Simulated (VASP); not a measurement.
# TiW14 (a cell with a defect) in VASP: a series of runs

Runs on TiW14 (a cell with a defect). Level: PBE. Tasks: single point.

All numbers are computed with VASP 6.6.1; they aren't measurements. Logs are shortened: lines on timing, memory, paths and dates and some standing lists are left out, and cuts for length are marked.

### 1 The cell of the first run

The cell holds a defect, 15 atoms: a = 6.320 Å, b = 6.320 Å, c = 6.320 Å, α = 90.00°, β = 90.00°, γ = 90.00°.

### 2 Single point, PBE

Contents of INCAR:

```
SYSTEM = TiW14
  PREC = Accurate
  ENCUT = 520
  EDIFF = 1E-6
  ISMEAR = 0
  SIGMA = 0.05
  LREAL = Auto
  LASPH = .TRUE.
  NELM = 80
  ALGO = Normal
  ISIF = 2
  LWAVE = .FALSE.
  LCHARG = .TRUE.
  GGA = PE
  LELF = .TRUE.
  LVHAR = .TRUE.
  NBANDS = 117
```

Contents of KPOINTS:

```
regular mesh
0
G
  3 3 3
  0 0 0
```

Contents of POSCAR:

```
TiW14
1.0
    6.3200000000      0.0000000000      0.0000000000
    0.0000000000      6.3200000000      0.0000000000
    0.0000000000      0.0000000000      6.3200000000
Ti W
1 14
Direct
    0.2426227974     -0.2426227974      0.2426227974
    0.5031019312      0.0017427497     -0.0017427497
   -0.0017427497      0.4968980688     -0.0017427497
   -0.0017427497      0.0017427497      0.5031019312
    0.2489304744      0.2479609204      0.2489304744
    0.4994154850      0.5005845150      0.0004552174
    0.4994154850     -0.0004552174      0.4994154850
    0.7546448679      0.2453551321      0.2459388218
    0.0004552174      0.5005845150      0.4994154850
    0.2459388218      0.2453551321      0.7546448679
    0.5020665885      0.4979334115      0.5020665885
    0.7520390796      0.7510695256      0.2489304744
    0.7512794087      0.2487205913      0.7512794087
    0.2489304744      0.7510695256      0.7520390796
    0.7546448679      0.7540611782      0.7546448679
```

Potentials or basis: VASP PAW PBE potentials, release 64 (Ti_sv, W_sv).

Run with:

```
$ cat potpaw_PBE.64/Ti_sv/POTCAR potpaw_PBE.64/W_sv/POTCAR > POTCAR
$ mpirun -np 1 vasp_std > vasp.out
```

OUTCAR:

```text
SYSTEM = TiW14
   PREC = Accurate
   ENCUT = 520
   EDIFF = 1E-6
   ISMEAR = 0
   LREAL = Auto
   LASPH = .TRUE.
   NELM = 80
   ISIF = 2
   GGA = PE

 ion  position               nearest neighbor table
   1  0.243  0.757  0.243-   2 2.74   3 2.74   4 2.74   6 2.76   7 2.76   9 2.76  11 2.84   5 3.10
                            12 3.10  14 3.10
   2  0.503  0.002  0.998-  13 2.71   8 2.71  15 2.71  10 2.72   1 2.74  12 2.74  14 2.74   5 2.74
                             7 3.15   6 3.15   7 3.17   6 3.17
   3  0.998  0.497  0.998-  13 2.71  10 2.71   8 2.71  15 2.72   1 2.74   5 2.74  14 2.74  12 2.74
                             9 3.15   6 3.15   9 3.17   6 3.17
   4  0.998  0.002  0.503-  13 2.71  10 2.71  15 2.71   8 2.72   1 2.74  14 2.74  12 2.74   5 2.74
                             9 3.15   7 3.15   7 3.17   9 3.17
   5  0.249  0.248  0.249-   7 2.73   3 2.74   4 2.74   2 2.74   6 2.74   9 2.74  11 2.76   1 3.10
                            10 3.12   8 3.12   8 3.20  10 3.20
   6  0.499  0.501  0.000-  14 2.73  12 2.74   5 2.74  13 2.75  10 2.75  15 2.75   1 2.76   8 2.76
                            11 3.15   2 3.15   3 3.15   2 3.17   3 3.17  11 3.17
   7  0.499  1.000  0.499-   5 2.73  12 2.74  14 2.74  13 2.75  10 2.75   8 2.75   1 2.76  15 2.76
                            11 3.15   2 3.15   4 3.15   2 3.17   4 3.17  11 3.17
   8  0.755  0.245  0.246-   2 2.71   3 2.71   4 2.72   7 2.75   9 2.75   6 2.76  11 2.78   5 3.12
                            12 3.12  13 3.13  13 3.19  12 3.20   5 3.20
   9  0.000  0.501  0.499-  12 2.73   5 2.74  14 2.74  13 2.75   8 2.75  15 2.75   1 2.76  10 2.76
                            11 3.15   3 3.15   4 3.15   3 3.17   4 3.17  11 3.17
  10  0.246  0.245  0.755-   3 2.71   4 2.71   2 2.72   6 2.75   7 2.75   9 2.76  11 2.78   5 3.12
                            14 3.12  13 3.13  13 3.19  14 3.20   5 3.20
  11  0.502  0.498  0.502-  13 2.73  12 2.76   5 2.76  14 2.76  10 2.78   8 2.78  15 2.78   1 2.84
                             9 3.15   7 3.15   6 3.15   7 3.17   6 3.17   9 3.17
  12  0.752  0.751  0.249-   9 2.73   2 2.74   4 2.74   3 2.74   7 2.74   6 2.74  11 2.76   1 3.10
                             8 3.12  15 3.12  15 3.20   8 3.20
  13  0.751  0.249  0.751-   2 2.71   3 2.71   4 2.71  11 2.73   7 2.75   9 2.75   6 2.75  10 3.13
                             8 3.13  15 3.13  15 3.19   8 3.19  10 3.19
  14  0.249  0.751  0.752-   6 2.73   4 2.74   2 2.74   3 2.74   7 2.74   9 2.74  11 2.76   1 3.10
                            10 3.12  15 3.12  15 3.20  10 3.20
  15  0.755  0.754  0.755-   2 2.71   4 2.71   3 2.72   6 2.75   9 2.75   7 2.76  11 2.78  12 3.12
                            14 3.12  13 3.13  13 3.19  12 3.20  14 3.20

  LATTYP: Found a simple cubic cell.
 ALAT       =     6.3200000000

  Lattice vectors:

 A1 = (   6.3200000000,   0.0000000000,   0.0000000000)
 A2 = (   0.0000000000,   6.3200000000,   0.0000000000)
 A3 = (   0.0000000000,   0.0000000000,   6.3200000000)

Analysis of symmetry for initial positions (statically):
=====================================================================
 Subroutine PRICEL returns:
 Original cell was already a primitive cell.

 Routine SETGRP: Setting up the symmetry group for a
 simple cubic supercell.

 Subroutine GETGRP returns: Found  6 space group operations
 (whereof  6 operations were pure point group operations)
 out of a pool of 48 trial point group operations.

The static configuration has the point symmetry C_3v.

Analysis of symmetry for dynamics (positions and initial velocities):
=====================================================================
 Subroutine PRICEL returns:
 Original cell was already a primitive cell.

 Routine SETGRP: Setting up the symmetry group for a
 simple cubic supercell.

 Subroutine GETGRP returns: Found  6 space group operations
 (whereof  6 operations were pure point group operations)
 out of a pool of 48 trial point group operations.

The dynamic configuration has the point symmetry C_3v.

 Subroutine INISYM returns: Found  6 space group operations
 (whereof  6 operations are pure point group operations),
 and found     1 'primitive' translations

----------------------------------------------------------------------------------------

                                     Primitive cell

  volume of cell :     252.4360

  direct lattice vectors                    reciprocal lattice vectors
     6.320000000  0.000000000  0.000000000     0.158227848  0.000000000  0.000000000
[... 59 lines left out ...]
  Shift w.r.t. Gamma in fractional coordinates (k-lattice)
     0.000000000  0.000000000  0.000000000

 Subroutine IBZKPT returns following result:
 ===========================================

 Found      6 irreducible k-points:

 Following reciprocal coordinates:
            Coordinates               Weight
  0.000000  0.000000  0.000000      1.000000
  0.333333  0.000000  0.000000      6.000000
  0.333333  0.333333  0.000000      6.000000
  0.333333  0.000000  0.333333      6.000000
  0.333333  0.333333  0.333333      6.000000
  0.333333 -0.333333  0.333333      2.000000
   k-points           NKPTS =      6   k-points in BZ     NKDIM =      6   number of bands    NBANDS=    117
   number of dos      NEDOS =    301   number of ions     NIONS =     15
   total plane-waves  NPLWV = 110592
   dimension x,y,z NGX =    48 NGY =   48 NGZ =   48
   dimension x,y,z NGXF=    96 NGYF=   96 NGZF=   96
   ions per type =               1  14
   NGX,Y,Z   is equivalent  to a cutoff of  12.63, 12.63, 12.63 a.u.
   NGXF,Y,Z  is equivalent  to a cutoff of  25.25, 25.25, 25.25 a.u.
 SYSTEM =  TiW14
   PREC   = accura    normal or accurate (medium, high low for compatibility)
   ISTART =      0    job   : 0-new  1-cont  2-samecut
   ICHARG =      2    charge: 1-file 2-atom 10-const
   ISPIN  =      1    spin polarized calculation?
   LNONCOLLINEAR =      F non collinear calculations
   LSORBIT =      F    spin-orbit coupling
   LASPH  =      T    aspherical Exc in radial PAW
   ENCUT  =  520.0 eV  38.22 Ry    6.18 a.u.  11.75 11.75 11.75*2*pi/ulx,y,z
   NELM   =     80;   NELMIN=  2; NELMDL= -5     # of ELM steps
   EDIFF  = 0.1E-05   stopping-criterion for ELM
   LREAL  =      T    real-space projection
   EDIFFG = 0.1E-04   stopping-criterion for IOM
   NSW    =      0    number of steps for IOM
   IBRION =     -1    ionic relax: 0-MD 1-quasi-New 2-CG
   NFREE  =      0    steps in history (QN), initial steepest desc. (CG)
   ISIF   =      2    stress and relaxation
   ISYM   =      2    0-nonsym 1-usesym 2-fastsym
   POTIM  = 0.5000    time-step for ionic-motion
   TEBEG  =    0.0;   TEEND  =   0.0 temperature during run
   PSTRESS=    0.0 pullay stress
   NELECT =     208.0000    total number of electrons
   NUPDOWN=      -1.0000    fix difference up-down
   EMIN   =  10.00;   EMAX   =-10.00  energy-range for DOS
   EFERMI =   0.00;   METHOD = LEGACY
   ISMEAR =     0;   SIGMA  =   0.05  broadening in eV -4-tet -1-fermi 0-gaus
   EFERMI_NEDOS =   21; number of points for ismear=-14 and -15
   IALGO  =     38    algorithm
   IMIX   =      4    mixing-type and parameters
     AMIX     =   0.40;   BMIX     =  1.00
     AMIX_MAG =   1.60;   BMIX_MAG =  1.00
  volume/ion in A,a.u.               =      16.83       113.57
  Fermi-wavevector in a.u.,A,eV,Ry     =   1.534778  2.900310 32.049110  2.355543
  Thomas-Fermi vector in A             =   2.641658
   LORBIT       =      0    0 simple, 1 ext, 2 COOP (PROOUT), +10 PAW based schemes
   GGA     = PE    functional components
   LHFCALC =     F    Hartree Fock is set to
   AEXX    =    0.0000 exact exchange contribution
   IVDW    =     0    specifies the selected vdW correction
   LEPSILON=     F    determine dielectric tensor
   LRPA    =     F    only Hartree local field effects (RPA)
 non-spin polarized calculation
 Gauss-broadening in eV      SIGMA  =   0.05
  energy-cutoff  :      520.00
  volume of cell :      252.44
 maximum number of plane-waves:      6859
 NGX is ok and might be reduce to    48
   NGX = 23   NGY = 23   NGZ = 23

 number of electron     208.0000008 magnetization

 Free energy of the ion-electron system (eV)
  ---------------------------------------------------
  ext. energy  EPLUGINS =         0.00000000
  ---------------------------------------------------
  free energy    TOTEN  =      -186.31262271 eV

  energy without entropy =     -186.30192437  energy(sigma->0) =     -186.30727354

 E-fermi :  10.0888     XC(G=0): -13.1152

 val. band max:       10.0568689104   @ k =   0.0000   0.0000   0.0000
 cond. band min:      10.1266608198   @ k =   0.3333   0.3333   0.0000
 fundamental gap:      0.0697919094
 Fermi energy:        10.0888014072

 k-point     1 :       0.0000    0.0000    0.0000
  band No.  band energies     occupation
      1     -63.7796      2.00000
      2     -63.7340      2.00000
      3     -63.7147      2.00000
      4     -63.7147      2.00000
      5     -63.6880      2.00000
      6     -63.6831      2.00000
[... 703 lines left out ...]
    115      12.1559      0.00000
    116      12.5377      0.00000
 [bands above 116 left out]

------------------------ aborting loop because EDIFF is reached ----------------------------------------

  FORCE on cell =-STRESS in cart. coord.  units (eV):
  Direction    XX          YY          ZZ          XY          YZ          ZX
  --------------------------------------------------------------------------------------
  -------------------------------------------------------------------------------------
  Total       -0.2458679     -0.2458679     -0.2458679      0.5004907      0.5004907     -0.5004907
  in kB       -1.5604907     -1.5604907     -1.5604907      3.1765472      3.1765472     -3.1765472
  external PRESSURE =      -1.5604907 kB  Pullay stress =       0.0000000 kB

 VOLUME and BASIS-vectors are now :
 -----------------------------------------------------------------------------
  energy-cutoff  :      520.00
  volume of cell :      252.44
      direct lattice vectors                 reciprocal lattice vectors
     6.320000000  0.000000000  0.000000000     0.158227848  0.000000000  0.000000000
     0.000000000  6.320000000  0.000000000     0.000000000  0.158227848  0.000000000
     0.000000000  0.000000000  6.320000000     0.000000000  0.000000000  0.158227848

 POSITION                                       TOTAL-FORCE (eV/Angst)
 -----------------------------------------------------------------------------------
      1.53338      4.78662      1.53338        -0.001131      0.001131     -0.001131
      3.17960      0.01101      6.30899        -0.000710     -0.013394      0.013394
      6.30899      3.14040      6.30899         0.013394      0.000710      0.013394
      6.30899      0.01101      3.17960         0.013394     -0.013394     -0.000710
      1.57324      1.56711      1.57324        -0.007061      0.012468     -0.007061
      3.15631      3.16369      0.00288        -0.001135      0.001135      0.026399
      3.15631      6.31712      3.15631        -0.001135     -0.026399     -0.001135
      4.76936      1.55064      1.55433         0.004355     -0.004355     -0.016001
      0.00288      3.16369      3.15631         0.026399      0.001135     -0.001135
      1.55433      1.55064      4.76936        -0.016001     -0.004355      0.004355
      3.17306      3.14694      3.17306        -0.013364      0.013364     -0.013364
      4.75289      4.74676      1.57324        -0.012468      0.007061     -0.007061
      4.74809      1.57191      4.74809        -0.001830      0.001830     -0.001830
      1.57324      4.74676      4.75289        -0.007061      0.007061     -0.012468
      4.76936      4.76567      4.76936         0.004355      0.016001      0.004355
 -----------------------------------------------------------------------------------
    total drift:                                0.003348     -0.003348      0.003348

  FREE ENERGIE OF THE ION-ELECTRON SYSTEM (eV)
  ---------------------------------------------------
  free  energy   TOTEN  =      -186.3126227134 eV

  energy  without entropy=     -186.3019243661  energy(sigma->0) =     -186.30727354
```

Run time: 6.1 min. Hardware: 1 thread of Intel Xeon Platinum 8259CL at 2.50GHz (Skylake/Cascade Lake), shared host; peak memory 0.38 GiB.

What came out:

```
Free energy            : -186.3126 eV
Pressure               : -0.2 GPa
Largest force          : 0.026 eV/Å
Band gap on the k mesh : zero (bands 104 and 105 overlap by 0.90 eV)
```

Forces in eV/Å, atoms in the order of the input:
```
Ti  -0.001  0.001 -0.001
W   -0.001 -0.013  0.013
W    0.013  0.001  0.013
W    0.013 -0.013 -0.001
W   -0.007  0.012 -0.007
W   -0.001  0.001  0.026
W   -0.001 -0.026 -0.001
W    0.004 -0.004 -0.016
W    0.026  0.001 -0.001
W   -0.016 -0.004  0.004
W   -0.013  0.013 -0.013
W   -0.012  0.007 -0.007
W   -0.002  0.002 -0.002
W   -0.007  0.007 -0.012
W    0.004  0.016  0.004
```

Stress tensor (GPa, compression positive):
```
-0.16  0.32 -0.32
 0.32 -0.16  0.32
-0.32  0.32 -0.16
```

Caveat: spin-orbit coupling is left out, which moves the levels of the heavy elements.

### 3 Single point, PBE

Contents of INCAR:

```
PREC = Accurate
ENCUT = 520
EDIFF = 1E-7
ISMEAR = 0
SIGMA = 0.05
LREAL = Auto
LASPH = T
NELM = 100
ALGO = Normal
ISIF = 2
LWAVE = F
LCHARG = F
GGA = PE
NBANDS = 117
```

Contents of KPOINTS:

```
regular mesh
0
Gamma
  3 3 3
```

Contents of POSCAR:

```
TiW14
1.0
    6.3200000000      0.0000000000      0.0000000000
    0.0000000000      6.3200000000      0.0000000000
    0.0000000000      0.0000000000      6.3200000000
Ti W
1 14
Direct
    0.2049721519     -0.2048799051      0.2050819620
    0.5061223101      0.0045645570     -0.0043617089
   -0.0044724684      0.4939700949     -0.0043620253
   -0.0044719937      0.0045642405      0.5062319620
    0.2536170886      0.2580670886      0.2537272152
    0.4971995253      0.5028924051     -0.0014598101
    0.4972000000      0.0016623418      0.4973099684
    0.7584674051      0.2416250000      0.2472629747
   -0.0015702532      0.5028924051      0.4973102848
    0.2471526899      0.2416248418      0.7585781646
    0.4991825949      0.5009101266      0.4992928797
    0.7420254747      0.7464754747      0.2537270570
    0.7496914557      0.2504004747      0.7498015823
    0.2536166139      0.7464754747      0.7421357595
    0.7584674051      0.7529393987      0.7585772152
```

Potentials or basis: VASP PAW PBE potentials, release 64 (Ti_sv, W_sv).

Run with:

```
$ cat potpaw_PBE.64/Ti_sv/POTCAR potpaw_PBE.64/W_sv/POTCAR > POTCAR
$ mpirun -np 1 vasp_std > vasp.out
```

Run time: 7 min. Hardware: 1 thread of Intel Xeon Platinum 8259CL at 2.50GHz (Skylake/Cascade Lake), shared host; peak memory 0.39 GiB.

Results (log left out):

- Free energy: -185.9886 eV
- Pressure: 0.3 GPa
- Largest force: 1.184 eV/Å
- Band gap on the k mesh: zero (bands 104 and 105 overlap by 0.93 eV)

Forces in eV/Å, atoms in the order of the input:
```
Ti   0.684 -0.684  0.684
W   -0.102  0.016 -0.016
W   -0.016  0.102 -0.016
W   -0.016  0.016 -0.102
W   -0.079  0.006 -0.079
W   -0.039  0.039 -0.041
W   -0.039  0.041 -0.039
W   -0.031  0.031 -0.102
W   -0.041  0.039 -0.039
W   -0.102  0.031 -0.031
W   -0.044  0.044 -0.044
W   -0.006  0.079 -0.079
W   -0.060  0.060 -0.060
W   -0.079  0.079 -0.006
W   -0.031  0.102 -0.031
```

Stress tensor (GPa, compression positive):
```
 0.29  1.37 -1.37
 1.37  0.29  1.37
-1.37  1.37  0.29
```

Levels at points of the mesh, in eV from the Fermi level:
| k point | band 101 | band 102 | band 103 | band 104 | band 105 | band 106 | band 107 | band 108 |
| --- | --- | --- | --- | --- | --- | --- | --- | --- |
| (0.00, 0.00, 0.00) | -0.06 | 0.11 | 0.29 | 0.32 | 0.32 | 1.02 | 1.02 | 1.16 |

Caveat: spin-orbit coupling is left out, which moves the levels of the heavy elements.

[end of part 1 of 2]
